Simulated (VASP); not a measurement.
Wanted: the native input for a VASP 6.6.1 run.

| Property | Result |
| --- | --- |
| Task | single point |
| Functional | LDA |
| Potentials or basis | VASP PAW LDA potentials, release 64 (K_sv, Br) |
| Cutoff | 520 eV |
| k mesh | 6 × 6 × 6 |
| Occupations | gaussian, width 0.05 eV |
| Spin | no spin polarisation |
| Dipole correction | no |
| Further INCAR settings | ALGO = Normal; EDIFF = 1e-06; NBANDS = 15 |

The structure of KBr lies in POSCAR:

```
KBr
1.0
    0.0000000000      3.3912750000      3.2431125000
    3.3912750000      0.0000000000      3.2431125000
    3.3912750000      3.3912750000      0.0000000000
K Br
1 1
Direct
    0.0000000000      0.0000000000      0.0000000000
    0.5000000000      0.5000000000      0.5000000000
```

This cell differs from its parent crystal: strain +0.030 along x and y, -0.015 along z.

These files were run (other wordings do the same):

INCAR

```
ALGO = Normal
EDIFF = 1E-6
ENCUT = 520
ISIF = 2
ISMEAR = 0
LASPH = T
LCHARG = F
LREAL = F
LWAVE = F
NBANDS = 15
NELM = 100
PREC = Accurate
SIGMA = 0.05
```

KPOINTS

```
k-points
0
Gamma
  6 6 6
```

Potentials or basis: VASP PAW LDA potentials, release 64 (K_sv, Br).

Command:

```console
$ cat potpaw_LDA.64/K_sv/POTCAR potpaw_LDA.64/Br/POTCAR > POTCAR
$ mpirun -np 1 vasp_std > vasp.out
```

Results of the run:

```
Pressure               : -1.9 GPa
Band gap on the k mesh : 3.93 eV, direct
```

Caveat: the cell differs from its parent crystal (strain +0.030 along x and y, -0.015 along z).

Run time: 18 s on 1 thread of AMD EPYC 9R45 96-Core Processor (Zen 5) (shared host), peak memory 0.16 GiB.
